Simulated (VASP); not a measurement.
# FeSi2 (P4/mmm) in VASP: further runs

The runs below take FeSi2 through single point, with PBEsol.

Program: VASP 6.6.1. These are calculated values, not measurements. Logs are shortened: lines on timing, memory, paths and dates and some standing lists are left out, and cuts for length are marked.

### Step 1. The cell of the first run

The structure is tetragonal, space group P4/mmm (No. 123). The conventional cell has a = 2.703 Å, b = 2.703 Å, c = 5.157 Å, α = 90.00°, β = 90.00°, γ = 90.00°. Fe (site symmetry 4/mmm) has 8 Si at 2.37 Å and 4 Fe at 2.70 Å within 3.1 Å. Within 3.1 Å of Si (site symmetry 4mm) lie 6 Si at 2.36 to 2.80 Å and 4 Fe at 2.37 Å.

### Step 2. Single point, PBEsol (equal strain along all axes, cell held: +1.0 %, then relaxed in part)

The input, INCAR:

```
SYSTEM = FeSi2
PREC     = Accurate       ! precision mode
ENCUT    = 520            ! plane-wave cutoff, eV
EDIFF    = 1E-6           ! SCF threshold, eV
ISMEAR   = 0              ! smearing method
SIGMA    = 0.1            ! smearing width, eV
LREAL    = .False.        ! projectors in reciprocal space
LASPH    = .True.         ! aspherical terms in the spheres
NELM     = 80             ! most SCF steps
ALGO     = Normal         ! electronic algorithm
ISIF     = 2              ! what is computed and relaxed
LWAVE    = .False.        ! write WAVECAR
LCHARG   = .False.        ! write CHGCAR
GGA      = PS             ! functional
NBANDS   = 15             ! bands
```

The input, KPOINTS:

```
Automatic mesh
0
Gamma
  16 16 8
  0 0 0
```

The input, POSCAR:

```
FeSi2
1.0
    2.7030443887      0.0000000000      0.0000000000
    0.0000000000      2.7030443887      0.0000000000
    0.0000000000      0.0000000000      5.1574259957
Fe Si
1 2
Direct
    0.0000000000      0.0000000000      0.0000000000
    0.5000000000      0.5000000000      0.2711004571
    0.5000000000      0.5000000000      0.7288995429
```

Potentials or basis: VASP PAW PBE potentials, release 64 (Fe, Si).

Command:

```bash
$ cat potpaw_PBE.64/Fe/POTCAR potpaw_PBE.64/Si/POTCAR > POTCAR
$ mpirun -np 1 vasp_std > vasp.out
```

OUTCAR:

```text
SYSTEM = FeSi2
   PREC = Accurate
   ENCUT = 520
   EDIFF = 1E-6
   ISMEAR = 0
   LREAL = .False.
   LASPH = .True.
   NELM = 80
   ISIF = 2
   GGA = PS

 ion  position               nearest neighbor table
   1  0.000  0.000  0.000-   2 2.37   3 2.37   2 2.37   3 2.37   2 2.37   3 2.37   2 2.37   3 2.37

   2  0.500  0.500  0.271-   3 2.36   1 2.37   1 2.37   1 2.37   1 2.37   3 2.80
   3  0.500  0.500  0.729-   2 2.36   1 2.37   1 2.37   1 2.37   1 2.37   2 2.80

  LATTYP: Found a simple tetragonal cell.
 ALAT       =     2.7030443887
 C/A-ratio  =     1.9080064010

  Lattice vectors:

 A1 = (   2.7030443887,   0.0000000000,   0.0000000000)
 A2 = (   0.0000000000,   2.7030443887,   0.0000000000)
 A3 = (   0.0000000000,   0.0000000000,   5.1574259957)

Analysis of symmetry for initial positions (statically):
=====================================================================
 Subroutine PRICEL returns:
 Original cell was already a primitive cell.

 Routine SETGRP: Setting up the symmetry group for a
 simple tetragonal supercell.

 Subroutine GETGRP returns: Found 16 space group operations
 (whereof 16 operations were pure point group operations)
 out of a pool of 16 trial point group operations.

The static configuration has the point symmetry D_4h.

Analysis of symmetry for dynamics (positions and initial velocities):
=====================================================================
 Subroutine PRICEL returns:
 Original cell was already a primitive cell.

 Routine SETGRP: Setting up the symmetry group for a
 simple tetragonal supercell.

 Subroutine GETGRP returns: Found 16 space group operations
 (whereof 16 operations were pure point group operations)
 out of a pool of 16 trial point group operations.

The dynamic configuration has the point symmetry D_4h.

 Subroutine INISYM returns: Found 16 space group operations
 (whereof 16 operations are pure point group operations),
 and found     1 'primitive' translations

----------------------------------------------------------------------------------------

                                     Primitive cell

  volume of cell :      37.6825

  direct lattice vectors                    reciprocal lattice vectors
     2.703044389  0.000000000  0.000000000     0.369953229  0.000000000  0.000000000
     0.000000000  2.703044389  0.000000000     0.000000000  0.369953229  0.000000000
     0.000000000  0.000000000  5.157425996     0.000000000  0.000000000  0.193895172

  length of vectors
     2.703044389  2.703044389  5.157425996     0.369953229  0.369953229  0.193895172

[... 90 lines left out ...]
   POTIM  = 0.5000    time-step for ionic-motion
   TEBEG  =    0.0;   TEEND  =   0.0 temperature during run
   PSTRESS=    0.0 pullay stress
   NELECT =      16.0000    total number of electrons
   NUPDOWN=      -1.0000    fix difference up-down
   EMIN   =  10.00;   EMAX   =-10.00  energy-range for DOS
   EFERMI =   0.00;   METHOD = LEGACY
   ISMEAR =     0;   SIGMA  =   0.10  broadening in eV -4-tet -1-fermi 0-gaus
   EFERMI_NEDOS =   21; number of points for ismear=-14 and -15
   IALGO  =     38    algorithm
   IMIX   =      4    mixing-type and parameters
     AMIX     =   0.40;   BMIX     =  1.00
     AMIX_MAG =   1.60;   BMIX_MAG =  1.00
  volume/ion in A,a.u.               =      12.56        84.76
  Fermi-wavevector in a.u.,A,eV,Ry     =   1.230462  2.325237 20.599736  1.514038
  Thomas-Fermi vector in A             =   2.365310
   LORBIT       =      0    0 simple, 1 ext, 2 COOP (PROOUT), +10 PAW based schemes
   GGA     = PS    functional components
   LHFCALC =     F    Hartree Fock is set to
   AEXX    =    0.0000 exact exchange contribution
   IVDW    =     0    specifies the selected vdW correction
   LEPSILON=     F    determine dielectric tensor
   LRPA    =     F    only Hartree local field effects (RPA)
 non-spin polarized calculation
 Gauss-broadening in eV      SIGMA  =   0.10
  energy-cutoff  :      520.00
  volume of cell :       37.68
 maximum number of plane-waves:      1030
   NGX = 11   NGY = 11   NGZ = 19

 number of electron      15.9999996 magnetization

 Free energy of the ion-electron system (eV)
  ---------------------------------------------------
  ext. energy  EPLUGINS =         0.00000000
  ---------------------------------------------------
  free energy    TOTEN  =       -21.93713275 eV

  energy without entropy =      -21.93165290  energy(sigma->0) =      -21.93439283

 E-fermi :   9.6726     XC(G=0): -11.9883

 val. band max:        9.6612776094   @ k =   0.4375   0.2500   0.0000
 cond. band min:       9.6828132537   @ k =   0.5000   0.4375   0.3750
 fundamental gap:      0.0215356443
 Fermi energy:         9.6726499495

 k-point     1 :       0.0000    0.0000    0.0000
  band No.  band energies     occupation
      1      -4.1273      2.00000
      2       0.5575      2.00000
      3       1.8163      2.00000
      4       6.1781      2.00000
      5       8.0628      2.00000
      6       8.1950      2.00000
      7       8.1950      2.00000
      8       9.0440      2.00000
      9      14.1357      0.00000
     10      14.1357      0.00000
     11      16.0591      0.00000
     12      16.7858      0.00000
     13      17.6095      0.00000
     14      17.8292      0.00000
[... 401 lines left out ...]
      2       2.1276      2.00000
      3       2.9962      2.00000
      4       5.2049      2.00000
      5       5.7821      2.00000
      6       6.8534      2.00000
      7       7.7592      2.00000
      8       8.9112      2.00000
      9       9.7627      0.20277
     10      11.0402      0.00000
     11      12.0141      0.00000
     12      14.8991      0.00000
     13      17.7274      0.00000
     14      18.4819      0.00000
     15      20.4146      0.00000

 [... further k-points ...]
[... 5 lines left out ...]
  --------------------------------------------------------------------------------------
  -------------------------------------------------------------------------------------
  Total       -1.1190076     -1.1190076     -1.4068124      0.0000000      0.0000000      0.0000000
  in kB      -47.5777904    -47.5777904    -59.8146304      0.0000000      0.0000000      0.0000000
  external PRESSURE =     -51.6567370 kB  Pullay stress =       0.0000000 kB

 VOLUME and BASIS-vectors are now :
 -----------------------------------------------------------------------------
  energy-cutoff  :      520.00
  volume of cell :       37.68
      direct lattice vectors                 reciprocal lattice vectors
     2.703044389  0.000000000  0.000000000     0.369953229  0.000000000  0.000000000
     0.000000000  2.703044389  0.000000000     0.000000000  0.369953229  0.000000000
     0.000000000  0.000000000  5.157425996     0.000000000  0.000000000  0.193895172

 POSITION                                       TOTAL-FORCE (eV/Angst)
 -----------------------------------------------------------------------------------
      0.00000      0.00000      0.00000         0.000000      0.000000      0.000000
      1.35152      1.35152      1.39818         0.000000      0.000000      0.016798
      1.35152      1.35152      3.75925         0.000000      0.000000     -0.016798
 -----------------------------------------------------------------------------------
    total drift:                                0.000000      0.000000      0.000000

  FREE ENERGIE OF THE ION-ELECTRON SYSTEM (eV)
  ---------------------------------------------------
  free  energy   TOTEN  =       -21.9371327515 eV

  energy  without entropy=      -21.9316529049  energy(sigma->0) =      -21.93439283
```

Wall time 68 s (1 thread of Intel Xeon Platinum 8488C (Sapphire Rapids), shared host); peak memory 0.24 GiB.

What came out:

```
Free energy            : -21.9371 eV
Pressure               : -5.2 GPa
Largest force          : 0.017 eV/Å
Band gap on the k mesh : zero (band 8 reaches 9.82 eV, above the bottom of band 9 at 9.47 eV)
```

Forces on the atoms (eV/Å):
```
Fe   0.000  0.000  0.000
Si   0.000  0.000  0.017
Si   0.000  0.000 -0.017
```

Stress tensor (GPa, compression positive):
```
-4.76  0.00  0.00
 0.00 -4.76  0.00
 0.00  0.00 -5.98
```

Levels at points of the mesh, in eV from the Fermi level:
```tsv
k point	band 5	band 6	band 7	band 8	band 9	band 10	band 11	band 12
(0.00, 0.00, 0.00)	-1.61	-1.48	-1.48	-0.63	4.46	4.46	6.39	7.11
(0.50, 0.00, 0.00)	-3.76	-3.09	-2.03	-1.07	0.10	1.36	2.26	7.92
(0.50, 0.50, 0.00)	-4.39	-3.25	-2.18	0.15	0.27	2.56	2.99	2.99
(0.00, 0.00, 0.50)	-2.34	-1.52	-1.52	-0.63	2.41	5.59	5.59	6.38
(0.50, 0.00, 0.50)	-3.11	-2.37	-2.02	-1.08	0.56	2.30	4.73	4.90
(0.50, 0.50, 0.50)	-3.26	-3.26	-1.74	0.15	0.40	0.40	1.21	2.67
```

Caveat: the cell differs from its parent crystal (equal strain along all axes, cell held: +1.0 %, then relaxed in part); the PAW data sets were made with another functional, which shifts forces and pressure a little. Spin polarisation is off, so any magnetic state and its effect on volume and gap are missing.

### Step 3. Single point, PBEsol (equal strain along all axes, cell held: +2.0 %, then relaxed in part)

The input, INCAR:

```
  PREC = Accurate
  ENCUT = 520
  EDIFF = 1E-6
  ISMEAR = 0
  SIGMA = 0.1
  LREAL = False
  LASPH = True
  NELM = 60
  ALGO = Normal
  ISIF = 2
  LWAVE = False
  LCHARG = False
  GGA = PS
  NBANDS = 15
```

The input, KPOINTS:

```
Automatic mesh
0
Gamma
  16 16 8
```

The input, POSCAR:

```
FeSi2
1.0
    2.7298072044      0.0000000000      0.0000000000
    0.0000000000      2.7298072044      0.0000000000
    0.0000000000      0.0000000000      5.2084896194
Fe Si
1 2
Direct
    0.0000000000      0.0000000000      0.0000000000
    0.5000000000      0.5000000000      0.2701842066
    0.5000000000      0.5000000000      0.7298157934
```

Potentials or basis: VASP PAW PBE potentials, release 64 (Fe, Si).

Command:

```bash
$ cat potpaw_PBE.64/Fe/POTCAR potpaw_PBE.64/Si/POTCAR > POTCAR
$ mpirun -np 1 vasp_std > vasp.out
```

OUTCAR:

```text
PREC = Accurate
   ENCUT = 520
   EDIFF = 1E-6
   ISMEAR = 0
   LREAL = False
   LASPH = True
   NELM = 60
   ISIF = 2
   GGA = PS

 ion  position               nearest neighbor table
   1  0.000  0.000  0.000-   2 2.39   3 2.39   2 2.39   3 2.39   2 2.39   3 2.39   2 2.39   3 2.39

   2  0.500  0.500  0.270-   1 2.39   1 2.39   1 2.39   1 2.39   3 2.39   3 2.81
   3  0.500  0.500  0.730-   1 2.39   1 2.39   1 2.39   1 2.39   2 2.39   2 2.81

  LATTYP: Found a simple tetragonal cell.
 ALAT       =     2.7298072044
 C/A-ratio  =     1.9080064010

  Lattice vectors:

 A1 = (   2.7298072044,   0.0000000000,   0.0000000000)
 A2 = (   0.0000000000,   2.7298072044,   0.0000000000)
 A3 = (   0.0000000000,   0.0000000000,   5.2084896194)

Analysis of symmetry for initial positions (statically):
=====================================================================
 Subroutine PRICEL returns:
 Original cell was already a primitive cell.

 Routine SETGRP: Setting up the symmetry group for a
 simple tetragonal supercell.

 Subroutine GETGRP returns: Found 16 space group operations
 (whereof 16 operations were pure point group operations)
 out of a pool of 16 trial point group operations.

The static configuration has the point symmetry D_4h.

Analysis of symmetry for dynamics (positions and initial velocities):
=====================================================================
 Subroutine PRICEL returns:
 Original cell was already a primitive cell.

 Routine SETGRP: Setting up the symmetry group for a
 simple tetragonal supercell.

 Subroutine GETGRP returns: Found 16 space group operations
 (whereof 16 operations were pure point group operations)
 out of a pool of 16 trial point group operations.

The dynamic configuration has the point symmetry D_4h.

 Subroutine INISYM returns: Found 16 space group operations
 (whereof 16 operations are pure point group operations),
 and found     1 'primitive' translations

[... 122 lines left out ...]
   LHFCALC =     F    Hartree Fock is set to
   AEXX    =    0.0000 exact exchange contribution
   IVDW    =     0    specifies the selected vdW correction
   LEPSILON=     F    determine dielectric tensor
   LRPA    =     F    only Hartree local field effects (RPA)
 non-spin polarized calculation
 Gauss-broadening in eV      SIGMA  =   0.10
  energy-cutoff  :      520.00
  volume of cell :       38.81
 maximum number of plane-waves:      1068
   NGX = 11   NGY = 11   NGZ = 19

 number of electron      15.9999995 magnetization

 Free energy of the ion-electron system (eV)
  ---------------------------------------------------
  ext. energy  EPLUGINS =         0.00000000
  ---------------------------------------------------
  free energy    TOTEN  =       -21.88286636 eV

  energy without entropy =      -21.87684512  energy(sigma->0) =      -21.87985574

 E-fermi :   9.3056     XC(G=0): -11.8527

 val. band max:        9.2969228966   @ k =   0.4375   0.2500   0.0000
 cond. band min:       9.3090932558   @ k =   0.4375   0.4375   0.0000
 fundamental gap:      0.0121703592
 Fermi energy:         9.3056398643

 k-point     1 :       0.0000    0.0000    0.0000
  band No.  band energies     occupation
      1      -4.2659      2.00000
      2       0.2860      2.00000
      3       1.6365      2.00000
      4       5.9368      2.00000
      5       7.7672      2.00000
      6       7.8670      2.00000
      7       7.8670      2.00000
      8       8.6796      2.00000
      9      13.6253      0.00000
     10      13.6253      0.00000
     11      15.5133      0.00000
     12      16.3924      0.00000
     13      17.1587      0.00000
     14      17.4229      0.00000
[... 401 lines left out ...]
      2       1.9327      2.00000
      3       2.7184      2.00000
      4       4.9374      2.00000
      5       5.4981      2.00000
      6       6.6014      2.00000
      7       7.4341      2.00000
      8       8.5659      2.00000
      9       9.3948      0.20726
     10      10.5376      0.00000
     11      11.6220      0.00000
     12      14.4223      0.00000
     13      17.0989      0.00000
     14      18.0075      0.00000
     15      19.8230      0.00000

 [... further k-points ...]
[... 5 lines left out ...]
  --------------------------------------------------------------------------------------
  -------------------------------------------------------------------------------------
  Total       -2.2386902     -2.2386902     -2.7948843      0.0000000      0.0000000     -0.0000000
  in kB      -92.4120974    -92.4120974   -115.3715313      0.0000000      0.0000000     -0.0000000
  external PRESSURE =    -100.0652420 kB  Pullay stress =       0.0000000 kB

 VOLUME and BASIS-vectors are now :
 -----------------------------------------------------------------------------
  energy-cutoff  :      520.00
  volume of cell :       38.81
      direct lattice vectors                 reciprocal lattice vectors
     2.729807204  0.000000000  0.000000000     0.366326237  0.000000000  0.000000000
     0.000000000  2.729807204  0.000000000     0.000000000  0.366326237  0.000000000
     0.000000000  0.000000000  5.208489619     0.000000000  0.000000000  0.191994239

 POSITION                                       TOTAL-FORCE (eV/Angst)
 -----------------------------------------------------------------------------------
      0.00000      0.00000      0.00000        -0.000000      0.000000      0.000000
      1.36490      1.36490      1.40725         0.000000      0.000000      0.014162
      1.36490      1.36490      3.80124        -0.000000     -0.000000     -0.014162
 -----------------------------------------------------------------------------------
    total drift:                                0.000000      0.000000      0.000000

  FREE ENERGIE OF THE ION-ELECTRON SYSTEM (eV)
  ---------------------------------------------------
  free  energy   TOTEN  =       -21.8828663601 eV

  energy  without entropy=      -21.8768451193  energy(sigma->0) =      -21.87985574
```

OSZICAR:

```text
N       E                     dE             d eps       ncg     rms          rms(c)
DAV:   1     0.566359878578E+02    0.56636E+02   -0.69750E+03  6814   0.106E+03
DAV:   2    -0.201984078461E+02   -0.76834E+02   -0.67314E+02  7016   0.201E+02
DAV:   3    -0.236568236525E+02   -0.34584E+01   -0.33261E+01  9184   0.467E+01
DAV:   4    -0.237298186528E+02   -0.72995E-01   -0.72887E-01  7585   0.643E+00
DAV:   5    -0.237317689121E+02   -0.19503E-02   -0.19499E-02  9345   0.115E+00    0.167E+01
DAV:   6    -0.278468240888E+02   -0.41151E+01   -0.18279E+01  8503   0.103E+02    0.224E+01
DAV:   7    -0.219729425224E+02    0.58739E+01   -0.16277E+01  8957   0.900E+01    0.427E+00
DAV:   8    -0.219166884930E+02    0.56254E-01   -0.72556E-01  7837   0.607E+00    0.188E+00
DAV:   9    -0.218844860783E+02    0.32202E-01   -0.71461E-02  9079   0.514E+00    0.694E-01
DAV:  10    -0.218829861697E+02    0.14999E-02   -0.53274E-03  9595   0.884E-01    0.170E-01
DAV:  11    -0.218828697033E+02    0.11647E-03   -0.31792E-04  9330   0.361E-01    0.704E-02
DAV:  12    -0.218828677035E+02    0.19998E-05   -0.28295E-05  9950   0.857E-02    0.176E-02
DAV:  13    -0.218828663131E+02    0.13904E-05   -0.34632E-06  8465   0.261E-02    0.514E-03
DAV:  14    -0.218828663601E+02   -0.46977E-07   -0.33622E-07  4285   0.897E-03
   1 F= -.21882866E+02 E0= -.21879856E+02  d E =-.602124E-02
```

Run time: 1.7 min. Hardware: 1 thread of Intel Xeon Platinum 8488C (Sapphire Rapids), shared host; peak memory 0.24 GiB.

Results:

```
Free energy            : -21.8829 eV
Pressure               : -10.0 GPa
Largest force          : 0.014 eV/Å
Band gap on the k mesh : zero (band 8 reaches 9.42 eV, above the bottom of band 9 at 9.12 eV)
```

Forces on the atoms (eV/Å):
```
Fe   0.000  0.000  0.000
Si   0.000  0.000  0.014
Si   0.000  0.000 -0.014
```

Caveat: the cell differs from its parent crystal (equal strain along all axes, cell held: +2.0 %, then relaxed in part); the PAW data sets were made with another functional, which shifts forces and pressure a little. Spin polarisation is off, so any magnetic state and its effect on volume and gap are missing.

(Continued in part 2 of 2.)
